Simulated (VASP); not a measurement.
# PbS (Cmcm) in VASP: notebook, part 2 of 2

VASP 6.6.1.

## (3) Single point, r2SCAN

Input file POSCAR:

```
PbS
1.0
    2.0637484140     -5.8692756716      0.0000000000
    2.0637484140      5.8692756716      0.0000000000
    0.0000000000      0.0000000000      4.2604423670
Pb S
2 2
Direct
    0.8722772603      0.1277227397      0.7500000000
    0.1277227397      0.8722772603      0.2500000000
    0.6436799884      0.3563200116      0.7500000000
    0.3563200116      0.6436799884      0.2500000000
```

Input file INCAR.step1:

```
SYSTEM = PbS
ALGO = Normal ; EDIFF = 1E-4
ENCUT = 520 ; GGA = PE
ISMEAR = 0 ; LASPH = .True.
LCHARG = .False. ; LREAL = .False.
LWAVE = .True. ; NBANDS = 28
NELM = 60 ; PREC = Accurate
SIGMA = 0.01
```

Input file INCAR.step2:

```
SYSTEM = PbS
ALGO = Normal ; EDIFF = 1E-6
ENCUT = 520 ; ISIF = 2
ISMEAR = 0 ; ISTART = 1
LASPH = .True. ; LCHARG = .False.
LMIXTAU = .True. ; LREAL = .False.
LWAVE = .False. ; METAGGA = R2SCAN
NBANDS = 28 ; NELM = 60
PREC = Accurate ; SIGMA = 0.01
```

Input file KPOINTS:

```
k-points
0
Gamma
  6 6 6
  0 0 0
```

Potentials or basis: VASP PAW PBE potentials, release 64 (Pb_d, S).

The run is started by

```sh
cat potpaw_PBE.64/Pb_d/POTCAR potpaw_PBE.64/S/POTCAR > POTCAR
cp INCAR.step1 INCAR
mpirun -np 1 vasp_std > vasp.out
cp INCAR.step2 INCAR
mpirun -np 1 vasp_std > vasp.out
```

OUTCAR:

```text
SYSTEM = PbS
   EDIFF = 1E-6
   ENCUT = 520
   ISIF = 2
   ISMEAR = 0
   ISTART = 1
   LASPH = .True.
   LREAL = .False.
   METAGGA = R2SCAN
   NELM = 60
   PREC = Accurate

 ion  position               nearest neighbor table
   1  0.872  0.128  0.750-   3 2.68   4 2.97   4 2.97   4 2.97   4 2.97   2 3.68   2 3.68   2 4.13
                             2 4.13   2 4.13   2 4.13
   2  0.128  0.872  0.250-   4 2.68   3 2.97   3 2.97   3 2.97   3 2.97   1 3.68   1 3.68   1 4.13
                             1 4.13   1 4.13   1 4.13
   3  0.644  0.356  0.750-   1 2.68   2 2.97   2 2.97   2 2.97   2 2.97
   4  0.356  0.644  0.250-   2 2.68   1 2.97   1 2.97   1 2.97   1 2.97

  LATTYP: Found a base centered orthorhombic cell.
 ALAT       =     4.1274968280
 B/A-ratio  =     2.8439879744
 C/A-ratio  =     1.0322097253

  Lattice vectors:

 A1 = (   2.0637484140,  -5.8692756716,   0.0000000000)
 A2 = (   2.0637484140,   5.8692756716,   0.0000000000)
 A3 = (   0.0000000000,   0.0000000000,   4.2604423670)

Analysis of symmetry for initial positions (statically):
=====================================================================
 Subroutine PRICEL returns:
 Original cell was already a primitive cell.

 Routine SETGRP: Setting up the symmetry group for a
 base centered orthorhombic supercell.

 Subroutine GETGRP returns: Found  8 space group operations
 (whereof  4 operations were pure point group operations)
 out of a pool of  8 trial point group operations.

The static configuration has the point symmetry C_2h.
 The point group associated with its full space group is D_2h.

Analysis of symmetry for dynamics (positions and initial velocities):
=====================================================================
 Subroutine PRICEL returns:
 Original cell was already a primitive cell.

 Routine SETGRP: Setting up the symmetry group for a
 base centered orthorhombic supercell.

 Subroutine GETGRP returns: Found  8 space group operations
 (whereof  4 operations were pure point group operations)
 out of a pool of  8 trial point group operations.

The dynamic configuration has the point symmetry C_2h.
 The point group associated with its full space group is D_2h.

 Subroutine INISYM returns: Found  8 space group operations
 (whereof  4 operations are pure point group operations),
 and found     1 'primitive' translations

----------------------------------------------------------------------------------------

                                     Primitive cell

  volume of cell :     103.2110

  direct lattice vectors                    reciprocal lattice vectors
     2.063748414 -5.869275672  0.000000000     0.242277594 -0.085189388  0.000000000
     2.063748414  5.869275672  0.000000000     0.242277594  0.085189388  0.000000000
     0.000000000  0.000000000  4.260442367     0.000000000  0.000000000  0.234717411

  length of vectors
     6.221531518  6.221531518  4.260442367     0.256818349  0.256818349  0.234717411

  position of ions in fractional coordinates (direct lattice)
     0.872277260  0.127722740  0.750000000
     0.127722740  0.872277260  0.250000000
     0.643679988  0.356320012  0.750000000
     0.356320012  0.643679988  0.250000000

  ion indices of the primitive-cell ions
   primitive index   ion index
[... 29 lines left out ...]
 Found     52 irreducible k-points:

 Following reciprocal coordinates:
            Coordinates               Weight
  0.000000  0.000000  0.000000      1.000000
  0.166667  0.000000  0.000000      4.000000
  0.333333  0.000000  0.000000      4.000000
  0.500000  0.000000  0.000000      2.000000
  0.166667  0.166667  0.000000      2.000000
  0.333333  0.166667  0.000000      4.000000
[... 16 lines left out ...]
  0.333333  0.333333  0.166667      4.000000
  0.500000  0.333333  0.166667      8.000000
 [... further k-points ...]
   k-points           NKPTS =     52   k-points in BZ     NKDIM =     52   number of bands    NBANDS=     28
   number of dos      NEDOS =    301   number of ions     NIONS =      4
   total plane-waves  NPLWV =  73728
   dimension x,y,z NGX =    48 NGY =   48 NGZ =   32
   dimension x,y,z NGXF=    96 NGYF=   96 NGZF=   64
   ions per type =               2   2
   NGX,Y,Z   is equivalent  to a cutoff of  12.83, 12.83, 12.49 a.u.
   NGXF,Y,Z  is equivalent  to a cutoff of  25.65, 25.65, 24.97 a.u.
 SYSTEM =  PbS
   PREC   = accura    normal or accurate (medium, high low for compatibility)
   ISTART =      1    job   : 0-new  1-cont  2-samecut
   ICHARG =      0    charge: 1-file 2-atom 10-const
   ISPIN  =      1    spin polarized calculation?
   LNONCOLLINEAR =      F non collinear calculations
   LSORBIT =      F    spin-orbit coupling
   LASPH  =      T    aspherical Exc in radial PAW
   ENCUT  =  520.0 eV  38.22 Ry    6.18 a.u.  11.57 11.57  7.92*2*pi/ulx,y,z
   NELM   =     60;   NELMIN=  2; NELMDL=  0     # of ELM steps
   EDIFF  = 0.1E-05   stopping-criterion for ELM
   LREAL  =      F    real-space projection
   EDIFFG = 0.1E-04   stopping-criterion for IOM
   NSW    =      0    number of steps for IOM
   IBRION =     -1    ionic relax: 0-MD 1-quasi-New 2-CG
   NFREE  =      0    steps in history (QN), initial steepest desc. (CG)
   ISIF   =      2    stress and relaxation
   ISYM   =      2    0-nonsym 1-usesym 2-fastsym
   POTIM  = 0.5000    time-step for ionic-motion
   TEBEG  =    0.0;   TEEND  =   0.0 temperature during run
   PSTRESS=    0.0 pullay stress
   NELECT =      40.0000    total number of electrons
   NUPDOWN=      -1.0000    fix difference up-down
   EMIN   =  10.00;   EMAX   =-10.00  energy-range for DOS
   EFERMI =   0.00;   METHOD = LEGACY
   ISMEAR =     0;   SIGMA  =   0.01  broadening in eV -4-tet -1-fermi 0-gaus
   EFERMI_NEDOS =   21; number of points for ismear=-14 and -15
   IALGO  =     38    algorithm
   IMIX   =      4    mixing-type and parameters
     AMIX     =   0.40;   BMIX     =  1.00
     AMIX_MAG =   1.60;   BMIX_MAG =  1.00
  volume/ion in A,a.u.               =      25.80       174.13
  Fermi-wavevector in a.u.,A,eV,Ry     =   1.193584  2.255546 19.383429  1.424642
  Thomas-Fermi vector in A             =   2.329594
   LORBIT       =      0    0 simple, 1 ext, 2 COOP (PROOUT), +10 PAW based schemes
   METAGGA = R2SCAN    functional components
   LHFCALC =     F    Hartree Fock is set to
   AEXX    =    0.0000 exact exchange contribution
   IVDW    =     0    specifies the selected vdW correction
   LEPSILON=     F    determine dielectric tensor
   LRPA    =     F    only Hartree local field effects (RPA)
 non-spin polarized calculation
 Gauss-broadening in eV      SIGMA  =   0.01
  energy-cutoff  :      520.00
  volume of cell :      103.21
 maximum number of plane-waves:      2810
 NGX is ok and might be reduce to    48
   NGX = 23   NGY = 23   NGZ = 15

 number of electron      40.0000009 magnetization

 Free energy of the ion-electron system (eV)
  ---------------------------------------------------
  ext. energy  EPLUGINS =         0.00000000
  ---------------------------------------------------
  free energy    TOTEN  =      -131.12236141 eV

  energy without entropy =     -131.12236141  energy(sigma->0) =     -131.12236141

 E-fermi :   5.1906     XC(G=0): -10.3081

 val. band max:        5.0914519036   @ k =   0.5000   0.5000   0.3333
 cond. band min:       6.5243902571   @ k =   0.5000   0.5000   0.0000
 fundamental gap:      1.4329383534
 Fermi energy:         5.1905979904

 k-point     1 :       0.0000    0.0000    0.0000
  band No.  band energies     occupation
      1     -11.9142      2.00000
      2     -11.7980      2.00000
      3     -11.7894      2.00000
      4     -11.7800      2.00000
      5     -11.7368      2.00000
      6     -11.7364      2.00000
[... 733 lines left out ...]
     27      12.8523      0.00000
     28      13.4885      0.00000

 [... further k-points ...]

------------------------ aborting loop because EDIFF is reached ----------------------------------------

  FORCE on cell =-STRESS in cart. coord.  units (eV):
  Direction    XX          YY          ZZ          XY          YZ          ZX
  --------------------------------------------------------------------------------------
  -------------------------------------------------------------------------------------
  Total        0.6692970      0.6703563      0.6613800      0.0000000      0.0000000      0.0000000
  in kB       10.3897113     10.4061563     10.2668139      0.0000000      0.0000000      0.0000000
  external PRESSURE =      10.3542272 kB  Pullay stress =       0.0000000 kB

 VOLUME and BASIS-vectors are now :
 -----------------------------------------------------------------------------
  energy-cutoff  :      520.00
  volume of cell :      103.21
      direct lattice vectors                 reciprocal lattice vectors
     2.063748414 -5.869275672  0.000000000     0.242277594 -0.085189388  0.000000000
     2.063748414  5.869275672  0.000000000     0.242277594  0.085189388  0.000000000
     0.000000000  0.000000000  4.260442367     0.000000000  0.000000000  0.234717411

 POSITION                                       TOTAL-FORCE (eV/Angst)
 -----------------------------------------------------------------------------------
      2.06375     -4.37000      3.19533         0.000000      0.019561      0.000000
      2.06375      4.37000      1.06511         0.000000     -0.019561     -0.000000
      2.06375     -1.68659      3.19533         0.000000     -0.008452      0.000000
      2.06375      1.68659      1.06511         0.000000      0.008452     -0.000000
 -----------------------------------------------------------------------------------
    total drift:                                0.000000      0.000000      0.000000

  FREE ENERGIE OF THE ION-ELECTRON SYSTEM (eV)
  ---------------------------------------------------
  free  energy   TOTEN  =      -131.1223614067 eV

  energy  without entropy=     -131.1223614067  energy(sigma->0) =     -131.12236141
```

Run time: 14 min. Hardware: 1 thread of Intel Xeon 8259CL, shared host; peak memory 0.36 GiB.

Results:

```
Free energy            : -131.1224 eV
Pressure               : 1.0 GPa
Largest force          : 0.020 eV/Å
Band gap on the k mesh : 1.43 eV (least direct gap 1.67 eV)
```

Forces in eV/Å, atoms in the order of the input:
```
Pb   0.000  0.020  0.000
Pb   0.000 -0.020  0.000
S    0.000 -0.008  0.000
S    0.000  0.008  0.000
```

Levels at points of the mesh, in eV from the valence-band top:
| k point | band 16 | band 17 | band 18 | band 19 | band 20 | band 21 | band 22 | band 23 | band 24 | band 25 |
| --- | --- | --- | --- | --- | --- | --- | --- | --- | --- | --- |
| (0.00, 0.00, 0.00) | -3.17 | -2.51 | -1.82 | -1.60 | -0.58 | 5.08 | 5.09 | 5.29 | 5.98 | 6.39 |
| (0.50, 0.00, 0.00) | -2.14 | -1.50 | -1.28 | -0.38 | -0.34 | 2.13 | 2.16 | 2.40 | 3.37 | 3.53 |
| (0.50, 0.50, 0.00) | -2.78 | -2.07 | -1.91 | -1.42 | -0.51 | 1.43 | 4.78 | 5.21 | 5.33 | 6.05 |
| (0.00, 0.00, 0.50) | -2.96 | -1.23 | -1.23 | -0.08 | -0.08 | 2.15 | 2.15 | 3.07 | 3.07 | 5.58 |
| (0.50, 0.00, 0.50) | -4.49 | -3.34 | -3.34 | -1.52 | -1.52 | 3.74 | 3.74 | 5.78 | 5.78 | 6.93 |
| (0.50, 0.50, 0.50) | -1.34 | -1.27 | -1.27 | -0.45 | -0.45 | 2.07 | 2.07 | 3.56 | 3.56 | 3.89 |

Caveat: the PAW data sets were made with another functional, which shifts forces and pressure a little; spin-orbit coupling is left out, which moves the levels of the heavy elements. A k mesh can miss the band edges.
